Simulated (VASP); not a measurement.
A run of VASP 6.6.1 is set up as follows.

INCAR

```
SYSTEM = H3CCl
PREC = Accurate
ENCUT = 520
EDIFF = 1E-7
ISMEAR = -1
SIGMA = 0.02
LREAL = Auto
LASPH = .True.
NELM = 60
ALGO = Normal
ISIF = 2
LWAVE = .False.
LCHARG = .True.
LELF = .True.
LVHAR = .True.
NBANDS = 82
```

KPOINTS

```
Automatic mesh
0
Gamma
  1 1 1
  0 0 0
```

POSCAR

```
H3CCl
1.0
    8.3815160000      0.0000000000      0.0000000000
    0.0000000000      8.3815160000      0.0000000000
    0.0000000000      0.0000000000      8.3815160000
C Cl H
8 8 24
Direct
    0.4051892283      0.1496984555      0.7541953031
    0.7790118160      0.7154552947      0.3943677969
    0.0075404020      0.1721764893      0.9297602009
   -0.0259499594      0.5767333738      0.9076400976
    0.4731363634      0.5358935066     -0.2184807617
    1.2097453492      0.4152828677      0.2701778533
    0.4203177564      0.8676354015      0.0153194243
    0.5655301499      0.1309667607      0.3720210043
    0.6060717417      0.0584023224      0.8484026040
    0.7861346324      0.7364658136      0.1829621276
   -0.1057803863      0.2284192979      1.0953388385
   -0.1769608267      0.6400154817      0.7515585486
    0.6008340257      0.4575783188     -0.0784702911
    1.2427346079      0.5513799652      0.4422946875
    0.3764354802      0.7651241136      0.1921251478
    0.6304826000      0.3263132827      0.3843218816
    0.4209858932      0.2120141511      0.6399081025
    0.3153367481      0.0526873659      0.7593137089
    0.3792869929      0.2416865875      0.8392515149
    0.6819768643      0.7917541409      0.4560869418
    0.7128304712      0.5908000414      0.4099019795
    0.8874289568      0.7244035566      0.4566238375
    0.0404222816      0.2846978995      0.8793993831
    0.0995285340      0.0840778685      0.9671520045
   -0.0908785475      0.1199305710      0.8176563762
    0.0590704593      0.5462973524      0.7902508329
    0.0068722651      0.6826092082      0.9734635119
   -0.0913438571      0.4792092505      0.9485276888
    0.4102599100      0.4462080607     -0.3055055911
    0.3655901868      0.5777594411     -0.1450214973
    0.5283888977      0.6303990829     -0.2791022531
    1.3303321261      0.3836298827      0.2066690561
    1.1560080539      0.3036443526      0.3186177775
    1.1244505171      0.5106355461      0.1988184476
    0.5515231373      0.8786000051      0.0293860920
    0.4198882398      0.7877691816     -0.1069615568
    0.3222925304      0.9509377540      0.0251147883
    0.6339187326      0.0898644112      0.2668252378
    0.5796564726      0.0522936423      0.4805455242
    0.4460648885      0.1400939878      0.3197273620
```

Potentials or basis: VASP PAW LDA potentials, release 64 (C, Cl, H).

Launch:

```bash
$ cat potpaw_LDA.64/C/POTCAR potpaw_LDA.64/Cl/POTCAR potpaw_LDA.64/H/POTCAR > POTCAR
$ mpirun -np 1 vasp_gam > vasp.out
```

Task: Estimate the largest force.

Result: 6.451 eV/Å.

Task: Estimate the pressure.

Result: -1.6 GPa.

Task: Estimate the band gap on the k mesh.

Result: 3.44 eV.

Stress tensor (GPa, compression positive):
```
-2.49  2.07 -1.70
 2.07  0.62 -1.84
-1.70 -1.84 -2.87
```

Caveat: the k points lie up to 0.75 Å⁻¹ apart; the atoms stand as in a frame of molecular dynamics.
